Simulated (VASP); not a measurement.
# LiLaCdAs2 (Pmmm) in VASP: a series of runs, part 2 of 2

VASP 6.6.1. The steps go on from the part before.

## 3. Relaxation of cell and atoms, PBE

This run uses another cell than the first one, of 26.70 Å³/atom.

INCAR

```
SYSTEM = LiLaCdAs2
PREC = Accurate
ENCUT = 600
EDIFF = 1E-6
ISMEAR = 0
SIGMA = 0.2
LREAL = .False.
LASPH = .True.
NELM = 60
ALGO = Normal
ISIF = 3
LWAVE = .False.
LCHARG = .False.
GGA = PE
IBRION = 2
NSW = 36
EDIFFG = -0.08
```

KPOINTS

```
Automatic mesh
0
Gamma
  4 4 3
  0 0 0
```

POSCAR

```
LiLaCdAs2
1.0
    4.1522359900      0.0000000000      0.0000000000
    0.0000000000      4.7017342200      0.0000000000
    0.0000000000      0.0000000000      6.8375494100
Li La Cd As
1 1 1 2
Direct
    0.0000000000      0.0000000000      0.0000000000
    0.5000000000      0.5000000000      0.0000000000
    0.5000000000      0.0000000000      0.5000000000
    0.5000000000      0.0000000000      0.2033115600
    0.5000000000      0.0000000000      0.7966884400
```

Potentials or basis: VASP PAW PBE potentials, release 64 (Li_sv, La, Cd, As).

Run with:

```
> cat potpaw_PBE.64/Li_sv/POTCAR potpaw_PBE.64/La/POTCAR potpaw_PBE.64/Cd/POTCAR potpaw_PBE.64/As/POTCAR > POTCAR
> mpirun -np 1 vasp_std > vasp.out
```

OUTCAR:

```text
SYSTEM = LiLaCdAs2
   PREC = Accurate
   ENCUT = 600
   EDIFF = 1E-6
   ISMEAR = 0
   LREAL = .False.
   LASPH = .True.
   NELM = 60
   ISIF = 3
   GGA = PE
   IBRION = 2
   NSW = 36
   EDIFFG = -0.08

 ion  position               nearest neighbor table
   1  0.000  0.000  0.000-   4 2.50   5 2.50   4 2.50   5 2.50   2 3.14   2 3.14   2 3.14   2 3.14

   2  0.500  0.500  0.000-   4 2.73   5 2.73   4 2.73   5 2.73   1 3.14   1 3.14   1 3.14   1 3.14

   3  0.500  0.000  0.500-   4 2.03   5 2.03
   4  0.500  0.000  0.203-   3 2.03   1 2.50   1 2.50   2 2.73   2 2.73   5 2.78
   5  0.500  0.000  0.797-   3 2.03   1 2.50   1 2.50   2 2.73   2 2.73   4 2.78

  LATTYP: Found a simple orthorhombic cell.
 ALAT       =     4.1522359900
 B/A-ratio  =     1.1323379093
 C/A-ratio  =     1.6467150293

  Lattice vectors:

 A1 = (   4.1522359900,   0.0000000000,   0.0000000000)
 A2 = (   0.0000000000,   4.7017342200,   0.0000000000)
 A3 = (   0.0000000000,   0.0000000000,   6.8375494100)

Analysis of symmetry for initial positions (statically):
=====================================================================
 Subroutine PRICEL returns:
[... 173 lines left out ...]

------------------------ aborting loop because EDIFF is reached ----------------------------------------

  FORCE on cell =-STRESS in cart. coord.  units (eV):
  Direction    XX          YY          ZZ          XY          YZ          ZX
  --------------------------------------------------------------------------------------
  -------------------------------------------------------------------------------------
  Total        3.7113320     15.8485042     53.7541387      0.0000000      0.0000000      0.0000000
  in kB       44.5450860    190.2209210    645.1815038      0.0000000      0.0000000      0.0000000
  external PRESSURE =     293.3158369 kB  Pullay stress =       0.0000000 kB
[... 98 lines left out ...]
  FREE ENERGIE OF THE ION-ELECTRON SYSTEM (eV)
  ---------------------------------------------------
  free  energy   TOTEN  =       -17.0452798743 eV

  energy  without entropy=      -17.0315917194  energy(sigma->0) =      -17.03843580

[... ionic steps 4 to 10 ...]

--------------------------------------- Ionic step       11  -------------------------------------------

 number of electron      35.9999993 magnetization

------------------------ aborting loop because EDIFF is reached ----------------------------------------
[... 73 lines left out ...]
--------------------------------------- Ionic step       13  -------------------------------------------

 number of electron      35.9999999 magnetization

 Free energy of the ion-electron system (eV)
  ---------------------------------------------------
  ext. energy  EPLUGINS =         0.00000000
  ---------------------------------------------------
  free energy    TOTEN  =       -18.24452441 eV

  energy without entropy =      -18.22561992  energy(sigma->0) =      -18.23507216

 E-fermi :   1.6366     XC(G=0):  -7.3964

 val. band max:        1.5375979489   @ k =   0.5000   0.2500   0.0000
 cond. band min:       1.7822945869   @ k =   0.5000   0.0000   0.0000
 fundamental gap:      0.2446966380
 Fermi energy:         1.6366240043

 k-point     1 :       0.0000    0.0000    0.0000
  band No.  band energies     occupation
      1     -44.2376      2.00000
      2     -31.3260      2.00000
      3     -15.0826      2.00000
      4     -15.0649      2.00000
      5     -15.0414      2.00000
      6      -9.0697      2.00000
[... 471 lines left out ...]
  FREE ENERGIE OF THE ION-ELECTRON SYSTEM (eV)
  ---------------------------------------------------
  free  energy   TOTEN  =       -18.2445244081 eV

  energy  without entropy=      -18.2256199179  energy(sigma->0) =      -18.23507216

 reached required accuracy - stopping structural energy minimisation
```

CONTCAR:

```text
LiLaCdAs2
   1.00000000000000
     4.2681464826767250    0.0000000000000000    0.0000000000000000
     0.0000000000000000    5.1548748003499778    0.0000000000000000
     0.0000000000000000    0.0000000000000000    8.3010866314732432
  Li              La              Cd              As
     1     1     1     2
Direct
     0.0000000000000000    0.0000000000000000    0.0000000000000000
     0.5000000000000000    0.5000000000000000    0.0000000000000000
     0.5000000000000000    0.0000000000000000    0.5000000000000000
     0.5000000000000000    0.0000000000000000    0.1948152665607401
     0.5000000000000000    0.0000000000000000    0.8051847334392599

  0.00000000E+00  0.00000000E+00  0.00000000E+00
  0.00000000E+00  0.00000000E+00  0.00000000E+00
  0.00000000E+00  0.00000000E+00  0.00000000E+00
  0.00000000E+00  0.00000000E+00  0.00000000E+00
  0.00000000E+00  0.00000000E+00  0.00000000E+00
```

Run time: 7.2 min. Hardware: 1 thread of Intel Xeon 6975P-C (Granite Rapids), shared host; peak memory 0.35 GiB.

Results:

```yaml
Free_energy: -18.2445 eV
Relaxed_volume: 36.53 Å³/atom
Relaxed_cell: a = 4.268 Å, b = 5.155 Å, c = 8.301 Å, α = 90.00°, β = 90.00°, γ = 90.00°
Space_group_after_relaxing_to_0.1_Å: Pmmm (No. 47)
Energy_gained_by_relaxing: 1049.0 meV/atom
Ionic_steps: 13
Pressure_after_relaxing: -0.1 GPa
Largest_force_after_relaxing: 0.055 eV/Å
Band_gap_on_the_k_mesh: 0.24 eV (least direct gap 0.33 eV)
```

Forces in eV/Å, atoms in the order of the input:
```
Li   0.000  0.000  0.000
La   0.000  0.000  0.000
Cd   0.000  0.000  0.000
As   0.000  0.000  0.055
As   0.000  0.000 -0.055
```

The path:
| step | energy change (eV) | largest force (eV/Å) | pressure (GPa) | volume (Å³) |
| --- | --- | --- | --- | --- |
| 1 | 0.0000 | 7.4649 | 29.33 | 133.49 |
| 2 | -3.8107 | 1.3923 | -2.59 | 242.09 |
| 3 | -4.0457 | 1.1104 | -2.15 | 229.75 |
| 4 | -4.2139 | 0.8228 | -1.73 | 220.20 |
| 5 | -4.7148 | 1.8827 | 3.00 | 174.46 |
| 6 | -5.0894 | 0.7214 | -1.43 | 192.02 |
| 7 | -5.0913 | 0.8024 | -1.17 | 190.59 |
| 8 | -5.1890 | 0.4255 | -0.38 | 186.01 |
| 9 | -5.1942 | 0.2703 | -0.09 | 184.72 |
| 10 | -5.2171 | 0.2222 | 0.08 | 183.51 |
| 11 | -5.2395 | 0.0921 | 0.45 | 180.82 |
| 12 | -5.2427 | 0.0287 | -0.35 | 183.81 |
| 13 | -5.2449 | 0.0547 | -0.05 | 182.64 |

Final structure:
```
Li La Cd As
1.0
     4.26815    0.00000    0.00000
     0.00000    5.15487    0.00000
     0.00000    0.00000    8.30109
Li La Cd As
1 1 1 2
Cartesian
  0.0000 0.0000 0.0000
  2.1341 2.5774 0.0000
  2.1341 0.0000 4.1505
  2.1341 0.0000 1.6172
  2.1341 0.0000 6.6839
```

Caveat: the cutoff is under 1.25 times the usual one of these potentials, so pressure, stress and relaxed cells hold a basis-set (Pulay) error; the volume moved by over 15 % at a fixed basis, so the end points are rough; spin-orbit coupling is left out, which moves the levels of the heavy elements; an odd mesh through Γ misses points on the zone boundary, where band edges can lie; the relaxation stopped at a loose force limit of 0.08 eV/Å, so its end isn't a converged minimum.
